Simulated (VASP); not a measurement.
# SnTe (F-43m) in VASP: notebook, part 2 of 2

VASP 6.6.1. The steps go on from the part before.

## Step 5: Single point, LDA

This run uses another cell than the first one, of 47.09 Å³/atom.

INCAR reads:

```
SYSTEM = SnTe
  ALGO = Normal
  EDIFF = 1E-7
  ENCUT = 520
  ISIF = 2
  ISMEAR = -1
  LASPH = .True.
  LCHARG = .False.
  LREAL = .False.
  LWAVE = .False.
  NBANDS = 17
  NELM = 100
  PREC = Accurate
  SIGMA = 0.05
```

KPOINTS reads:

```
k-points
0
Gamma
  6 6 6
  0 0 0
```

POSCAR reads:

```
SnTe
1.0
    0.0000000000      3.6111500000      3.6111500000
    3.6111500000      0.0000000000      3.6111500000
    3.6111500000      3.6111500000      0.0000000000
Sn Te
1 1
Direct
    0.0000000000      0.0000000000      0.0000000000
    0.7500000000      0.7500000000      0.7500000000
```

Potentials or basis: VASP PAW LDA potentials, release 64 (Sn_d, Te).

Run with:

```
cat potpaw_LDA.64/Sn_d/POTCAR potpaw_LDA.64/Te/POTCAR > POTCAR
mpirun -np 1 vasp_std > vasp.out
```

OUTCAR:

```text
SYSTEM = SnTe
   EDIFF = 1E-7
   ENCUT = 520
   ISIF = 2
   ISMEAR = -1
   LASPH = .True.
   LREAL = .False.
   NELM = 100
   PREC = Accurate

 ion  position               nearest neighbor table
   1  0.000  0.000  0.000-   2 3.13   2 3.13   2 3.13   2 3.13
   2  0.750  0.750  0.750-   1 3.13   1 3.13   1 3.13   1 3.13

  LATTYP: Found a face centered cubic cell.
 ALAT       =     7.2223000000

  Lattice vectors:

 A1 = (   0.0000000000,   3.6111500000,   3.6111500000)
 A2 = (   3.6111500000,   0.0000000000,   3.6111500000)
 A3 = (   3.6111500000,   3.6111500000,   0.0000000000)

Analysis of symmetry for initial positions (statically):
=====================================================================
 Subroutine PRICEL returns:
 Original cell was already a primitive cell.

 Routine SETGRP: Setting up the symmetry group for a
 face centered cubic supercell.

 Subroutine GETGRP returns: Found 24 space group operations
 (whereof 24 operations were pure point group operations)
 out of a pool of 48 trial point group operations.

The static configuration has the point symmetry T_d .

Analysis of symmetry for dynamics (positions and initial velocities):
[... 152 lines left out ...]
 val. band max:        2.7460281117   @ k =  -0.3333   0.5000   0.1667
 cond. band min:       2.9396469415   @ k =   0.5000   0.5000   0.0000
 fundamental gap:      0.1936188299
 Fermi energy:         2.8778899485

 k-point     1 :       0.0000    0.0000    0.0000
  band No.  band energies     occupation
      1     -18.7784      2.00000
      2     -18.7784      2.00000
      3     -18.7784      2.00000
      4     -18.7680      2.00000
      5     -18.7680      2.00000
      6      -8.6375      2.00000
[... 297 lines left out ...]
      4     -18.7684      2.00000
      5     -18.7674      2.00000
      6      -7.8796      2.00000
[... 9 lines left out ...]
     16      10.7579      0.00000
     17      10.7755      0.00000

------------------------ aborting loop because EDIFF is reached ----------------------------------------

  FORCE on cell =-STRESS in cart. coord.  units (eV):
  Direction    XX          YY          ZZ          XY          YZ          ZX
  --------------------------------------------------------------------------------------
  -------------------------------------------------------------------------------------
  Total       -1.2739166     -1.2739166     -1.2739166     -0.0000000     -0.0000000     -0.0000000
  in kB      -21.6713018    -21.6713018    -21.6713018     -0.0000000     -0.0000000     -0.0000000
  external PRESSURE =     -21.6713018 kB  Pullay stress =       0.0000000 kB

 VOLUME and BASIS-vectors are now :
 -----------------------------------------------------------------------------
  energy-cutoff  :      520.00
  volume of cell :       94.18
      direct lattice vectors                 reciprocal lattice vectors
     0.000000000  3.611150000  3.611150000    -0.138460047  0.138460047  0.138460047
     3.611150000  0.000000000  3.611150000     0.138460047 -0.138460047  0.138460047
     3.611150000  3.611150000  0.000000000     0.138460047  0.138460047 -0.138460047

 POSITION                                       TOTAL-FORCE (eV/Angst)
 -----------------------------------------------------------------------------------
      0.00000      0.00000      0.00000         0.000000      0.000000      0.000000
      5.41672      5.41672      5.41672        -0.000000     -0.000000     -0.000000
 -----------------------------------------------------------------------------------
    total drift:                                0.000000      0.000000      0.000000

  FREE ENERGIE OF THE ION-ELECTRON SYSTEM (eV)
  ---------------------------------------------------
  free  energy   TOTEN  =        -7.9952631711 eV

  energy  without entropy=       -7.9927274141  energy(sigma->0) =       -7.99399529
```

OSZICAR:

```text
N       E                     dE             d eps       ncg     rms          rms(c)
DAV:   1     0.127929035999E+03    0.12793E+03   -0.90852E+03   544   0.117E+03
DAV:   2     0.509271635460E+01   -0.12284E+03   -0.11965E+03   587   0.298E+02
DAV:   3    -0.771377283202E+01   -0.12806E+02   -0.12740E+02   645   0.920E+01
DAV:   4    -0.813812142858E+01   -0.42435E+00   -0.42416E+00   659   0.181E+01
DAV:   5    -0.815554606964E+01   -0.17425E-01   -0.17424E-01   767   0.354E+00    0.430E+00
DAV:   6    -0.800569951517E+01    0.14985E+00   -0.38834E-01   708   0.293E+00    0.286E+00
DAV:   7    -0.799724557822E+01    0.84539E-02   -0.68505E-02   587   0.993E-01    0.109E+00
DAV:   8    -0.799534496648E+01    0.19006E-02   -0.83298E-03   654   0.608E-01    0.215E-01
DAV:   9    -0.799522618637E+01    0.11878E-03   -0.21103E-03   659   0.257E-01    0.493E-02
DAV:  10    -0.799523934991E+01   -0.13164E-04   -0.27033E-04   621   0.835E-02    0.305E-02
DAV:  11    -0.799526366261E+01   -0.24313E-04   -0.36989E-05   559   0.309E-02    0.188E-02
DAV:  12    -0.799526299269E+01    0.66992E-06   -0.43902E-06   690   0.114E-02    0.682E-03
DAV:  13    -0.799526317932E+01   -0.18663E-06   -0.44681E-07   573   0.386E-03    0.269E-03
DAV:  14    -0.799526317112E+01    0.81986E-08   -0.98328E-08   409   0.265E-03
   1 F= -.79952632E+01 E0= -.79939953E+01  d E =-.253576E-02
```

stdout:

```text
POSCAR found type information on POSCAR SnTe
 POSCAR found :  2 types and       2 ions
 scaLAPACK will be used
 LDA part: xc-table for (Slater(with rela. corr.)+CA(PZ))
 , standard interpolation
 POSCAR, INCAR and KPOINTS ok, starting setup
 FFT: planning ... GRIDC
 FFT: planning ... GRID_SOFT
 FFT: planning ... GRID
 WAVECAR not read
 entering main loop
```

Wall time 30 s (1 thread of Intel Xeon 8259CL, shared host); peak memory 0.2 GiB.

What came out:

| Quantity | Value |
| --- | --- |
| Free energy | -7.9953 eV |
| Pressure | -2.2 GPa |
| Band gap on the k mesh | 0.19 eV (least direct gap 0.72 eV) |

Caveat: spin-orbit coupling is left out, which moves the levels of the heavy elements. A k mesh can miss the band edges.

## Step 6: Single point, LDA

This run uses another cell than the first one, of 48.97 Å³/atom.

INCAR reads:

```
SYSTEM = SnTe
PREC     = Accurate       ! precision mode
ENCUT    = 520            ! plane-wave cutoff, eV
EDIFF    = 1E-6           ! SCF threshold, eV
ISMEAR   = -1             ! smearing method
SIGMA    = 0.05           ! smearing width, eV
LREAL    = .False.        ! projectors in reciprocal space
LASPH    = .True.         ! aspherical terms in the spheres
NELM     = 100            ! most SCF steps
ALGO     = Normal         ! electronic algorithm
ISIF     = 2              ! what is computed and relaxed
LWAVE    = .False.        ! write WAVECAR
LCHARG   = .False.        ! write CHGCAR
GGA      = CA             ! functional
NBANDS   = 17             ! bands
```

KPOINTS reads:

```
Automatic mesh
0
Gamma
  6 6 6
  0 0 0
```

POSCAR reads:

```
SnTe
1.0
    0.0000000000      3.6586705811      3.6586705811
    3.6586705811      0.0000000000      3.6586705811
    3.6586705811      3.6586705811      0.0000000000
Sn Te
1 1
Direct
    0.0000000000      0.0000000000      0.0000000000
    0.7500000000      0.7500000000      0.7500000000
```

Potentials or basis: VASP PAW LDA potentials, release 64 (Sn_d, Te).

Run with:

```
cat potpaw_LDA.64/Sn_d/POTCAR potpaw_LDA.64/Te/POTCAR > POTCAR
mpirun -np 1 vasp_std > vasp.out
```

OUTCAR:

```text
SYSTEM = SnTe
   PREC = Accurate
   ENCUT = 520
   EDIFF = 1E-6
   ISMEAR = -1
   LREAL = .False.
   LASPH = .True.
   NELM = 100
   ISIF = 2
   GGA = CA

 ion  position               nearest neighbor table
   1  0.000  0.000  0.000-   2 3.17   2 3.17   2 3.17   2 3.17
   2  0.750  0.750  0.750-   1 3.17   1 3.17   1 3.17   1 3.17

  LATTYP: Found a face centered cubic cell.
 ALAT       =     7.3173411622

  Lattice vectors:

 A1 = (   0.0000000000,   3.6586705811,   3.6586705811)
 A2 = (   3.6586705811,   0.0000000000,   3.6586705811)
 A3 = (   3.6586705811,   3.6586705811,   0.0000000000)

Analysis of symmetry for initial positions (statically):
=====================================================================
 Subroutine PRICEL returns:
 Original cell was already a primitive cell.

 Routine SETGRP: Setting up the symmetry group for a
 face centered cubic supercell.

 Subroutine GETGRP returns: Found 24 space group operations
 (whereof 24 operations were pure point group operations)
 out of a pool of 48 trial point group operations.

The static configuration has the point symmetry T_d .

Analysis of symmetry for dynamics (positions and initial velocities):
=====================================================================
 Subroutine PRICEL returns:
 Original cell was already a primitive cell.

 Routine SETGRP: Setting up the symmetry group for a
 face centered cubic supercell.

 Subroutine GETGRP returns: Found 24 space group operations
 (whereof 24 operations were pure point group operations)
 out of a pool of 48 trial point group operations.

The dynamic configuration has the point symmetry T_d .

 Subroutine INISYM returns: Found 24 space group operations
 (whereof 24 operations are pure point group operations),
 and found     1 'primitive' translations

----------------------------------------------------------------------------------------

                                     Primitive cell

  volume of cell :      97.9490

  direct lattice vectors                    reciprocal lattice vectors
     0.000000000  3.658670581  3.658670581    -0.136661661  0.136661661  0.136661661
     3.658670581  0.000000000  3.658670581     0.136661661 -0.136661661  0.136661661
     3.658670581  3.658670581  0.000000000     0.136661661  0.136661661 -0.136661661

  length of vectors
     5.174141556  5.174141556  5.174141556     0.236704941  0.236704941  0.236704941

  position of ions in fractional coordinates (direct lattice)
     0.000000000  0.000000000  0.000000000
     0.750000000  0.750000000  0.750000000

  ion indices of the primitive-cell ions
   primitive index   ion index
                 1           1
                 2           2

----------------------------------------------------------------------------------------

 KPOINTS: Automatic mesh

Automatic generation of k-mesh.
 Grid dimensions read from file:
 generate k-points for:    6    6    6

 Generating k-lattice:

  Cartesian coordinates                     Fractional coordinates (reciprocal lattice)
    -0.022776944  0.022776944  0.022776944     0.166666667  0.000000000  0.000000000
     0.022776944 -0.022776944  0.022776944     0.000000000  0.166666667  0.000000000
     0.022776944  0.022776944 -0.022776944     0.000000000  0.000000000  0.166666667

  Length of vectors
     0.039450823  0.039450823  0.039450823

  Shift w.r.t. Gamma in fractional coordinates (k-lattice)
     0.000000000  0.000000000  0.000000000

 Subroutine IBZKPT returns following result:
 ===========================================

 Found     16 irreducible k-points:

 Following reciprocal coordinates:
            Coordinates               Weight
  0.000000  0.000000  0.000000      1.000000
  0.166667  0.000000  0.000000      8.000000
  0.333333  0.000000  0.000000      8.000000
  0.500000  0.000000  0.000000      4.000000
  0.166667  0.166667  0.000000      6.000000
  0.333333  0.166667  0.000000     24.000000
[... 8 lines left out ...]
 -0.333333  0.333333  0.166667     24.000000
 -0.333333  0.500000  0.166667     12.000000
   k-points           NKPTS =     16   k-points in BZ     NKDIM =     16   number of bands    NBANDS=     17
   number of dos      NEDOS =    301   number of ions     NIONS =      2
   total plane-waves  NPLWV =  64000
   dimension x,y,z NGX =    40 NGY =   40 NGZ =   40
   dimension x,y,z NGXF=    80 NGYF=   80 NGZF=   80
   ions per type =               1   1
   NGX,Y,Z   is equivalent  to a cutoff of  12.85, 12.85, 12.85 a.u.
   NGXF,Y,Z  is equivalent  to a cutoff of  25.70, 25.70, 25.70 a.u.
 SYSTEM =  SnTe
   PREC   = accura    normal or accurate (medium, high low for compatibility)
   ISTART =      0    job   : 0-new  1-cont  2-samecut
   ICHARG =      2    charge: 1-file 2-atom 10-const
   ISPIN  =      1    spin polarized calculation?
   LNONCOLLINEAR =      F non collinear calculations
   LSORBIT =      F    spin-orbit coupling
   LASPH  =      T    aspherical Exc in radial PAW
   ENCUT  =  520.0 eV  38.22 Ry    6.18 a.u.   9.62  9.62  9.62*2*pi/ulx,y,z
   NELM   =    100;   NELMIN=  2; NELMDL= -5     # of ELM steps
   EDIFF  = 0.1E-05   stopping-criterion for ELM
   LREAL  =      F    real-space projection
   EDIFFG = 0.1E-04   stopping-criterion for IOM
   NSW    =      0    number of steps for IOM
   IBRION =     -1    ionic relax: 0-MD 1-quasi-New 2-CG
   NFREE  =      0    steps in history (QN), initial steepest desc. (CG)
   ISIF   =      2    stress and relaxation
   ISYM   =      2    0-nonsym 1-usesym 2-fastsym
   POTIM  = 0.5000    time-step for ionic-motion
   TEBEG  =    0.0;   TEEND  =   0.0 temperature during run
   PSTRESS=    0.0 pullay stress
   NELECT =      20.0000    total number of electrons
   NUPDOWN=      -1.0000    fix difference up-down
   EMIN   =  10.00;   EMAX   =-10.00  energy-range for DOS
   EFERMI =   0.00;   METHOD = LEGACY
   ISMEAR =    -1;   SIGMA  =   0.05  broadening in eV -4-tet -1-fermi 0-gaus
   EFERMI_NEDOS =   21; number of points for ismear=-14 and -15
   IALGO  =     38    algorithm
   IMIX   =      4    mixing-type and parameters
     AMIX     =   0.40;   BMIX     =  1.00
     AMIX_MAG =   1.60;   BMIX_MAG =  1.00
  volume/ion in A,a.u.               =      48.97       330.50
  Fermi-wavevector in a.u.,A,eV,Ry     =   0.964017  1.821729 12.644295  0.929329
  Thomas-Fermi vector in A             =   2.093613
   LORBIT       =      0    0 simple, 1 ext, 2 COOP (PROOUT), +10 PAW based schemes
   GGA     = CA    functional components
   LHFCALC =     F    Hartree Fock is set to
   AEXX    =    0.0000 exact exchange contribution
   IVDW    =     0    specifies the selected vdW correction
   LEPSILON=     F    determine dielectric tensor
   LRPA    =     F    only Hartree local field effects (RPA)
 non-spin polarized calculation
  energy-cutoff  :      520.00
  volume of cell :       97.95
 maximum number of plane-waves:      2685
 NGX is ok and might be reduce to    40
   NGX = 19   NGY = 19   NGZ = 19

 number of electron      19.9999994 magnetization

 Free energy of the ion-electron system (eV)
  ---------------------------------------------------
  ext. energy  EPLUGINS =         0.00000000
  ---------------------------------------------------
  free energy    TOTEN  =        -7.93595320 eV

  energy without entropy =       -7.93446512  energy(sigma->0) =       -7.93520916

 E-fermi :   2.5603     XC(G=0):  -7.6561

 val. band max:        2.3887930423   @ k =  -0.3333   0.5000   0.1667
 cond. band min:       2.6680678382   @ k =   0.5000   0.5000   0.0000
 fundamental gap:      0.2792747959
 Fermi energy:         2.5602588744

 k-point     1 :       0.0000    0.0000    0.0000
  band No.  band energies     occupation
      1     -19.1147      2.00000
      2     -19.1147      2.00000
      3     -19.1147      2.00000
      4     -19.1065      2.00000
      5     -19.1065      2.00000
      6      -8.7747      2.00000
[... 9 lines left out ...]
     16       9.0305      0.00000
     17      10.0625      0.00000
[... 281 lines left out ...]
 k-point    16 :      -0.3333    0.5000    0.1667
  band No.  band energies     occupation
      1     -19.1167      2.00000
      2     -19.1130      2.00000
      3     -19.1123      2.00000
      4     -19.1068      2.00000
      5     -19.1060      2.00000
      6      -8.0859      2.00000
[... 9 lines left out ...]
     16      10.3675      0.00000
     17      10.3827      0.00000

------------------------ aborting loop because EDIFF is reached ----------------------------------------

  FORCE on cell =-STRESS in cart. coord.  units (eV):
  Direction    XX          YY          ZZ          XY          YZ          ZX
  --------------------------------------------------------------------------------------
  -------------------------------------------------------------------------------------
  Total       -1.7692675     -1.7692675     -1.7692675      0.0000000      0.0000000      0.0000000
  in kB      -28.9403750    -28.9403750    -28.9403750      0.0000000      0.0000000      0.0000000
  external PRESSURE =     -28.9403750 kB  Pullay stress =       0.0000000 kB

 VOLUME and BASIS-vectors are now :
 -----------------------------------------------------------------------------
  energy-cutoff  :      520.00
  volume of cell :       97.95
      direct lattice vectors                 reciprocal lattice vectors
     0.000000000  3.658670581  3.658670581    -0.136661661  0.136661661  0.136661661
     3.658670581  0.000000000  3.658670581     0.136661661 -0.136661661  0.136661661
     3.658670581  3.658670581  0.000000000     0.136661661  0.136661661 -0.136661661

 POSITION                                       TOTAL-FORCE (eV/Angst)
 -----------------------------------------------------------------------------------
      0.00000      0.00000      0.00000        -0.000000      0.000000     -0.000000
      5.48801      5.48801      5.48801         0.000000     -0.000000      0.000000
 -----------------------------------------------------------------------------------
    total drift:                                0.000000      0.000000      0.000000

  FREE ENERGIE OF THE ION-ELECTRON SYSTEM (eV)
  ---------------------------------------------------
  free  energy   TOTEN  =        -7.9359532030 eV

  energy  without entropy=       -7.9344651159  energy(sigma->0) =       -7.93520916
```

It took 30 s on 1 thread of Intel Xeon 8259CL, shared host; peak memory 0.2 GiB.

What came out:

* Free energy: -7.9360 eV
* Pressure: -2.9 GPa
* Band gap on the k mesh: 0.28 eV (least direct gap 0.76 eV)

Levels at points of the mesh, in eV from the valence-band top:
```tsv
k point	band 8	band 9	band 10	band 11	band 12	band 13
(0.00, 0.00, 0.00)	-1.61	-1.61	-1.61	1.20	1.20	1.20
(0.50, 0.00, 0.00)	-2.12	-2.12	-1.84	1.97	1.97	3.37
(0.50, 0.50, 0.00)	-2.75	-2.75	-0.48	0.28	3.88	3.88
```

Caveat: spin-orbit coupling is left out, which moves the levels of the heavy elements. A k mesh can miss the band edges.

## Step 7: Overview

| cell | gap on the mesh (eV) | pressure (GPa) |
| --- | --- | --- |
| a = 4.894 Å, angles 60.0°, 2 atoms | none | 1.1 |
| a = 4.967 Å, angles 60.0°, 2 atoms | none | -0.2 |
| a = 5.038 Å, angles 60.0°, 2 atoms | 0.10 | -1.3 |
| a = 5.107 Å, angles 60.0°, 2 atoms | 0.19 | -2.2 |
| a = 5.174 Å, angles 60.0°, 2 atoms | 0.28 | -2.9 |

Alike in all rows: task single point; level LDA; potentials or basis VASP PAW LDA potentials, release 64 (Sn_d, Te); no spin polarisation; k mesh 6 × 6 × 6; cutoff (eV) 520; smearing fermi-dirac 0.05 eV.

Caveats: spin-orbit coupling is left out, which moves the levels of the heavy elements; semilocal functionals underestimate gaps, so a narrow gap can read as zero (at least some runs).

Absolute energies hang on the potentials; compare differences alone.
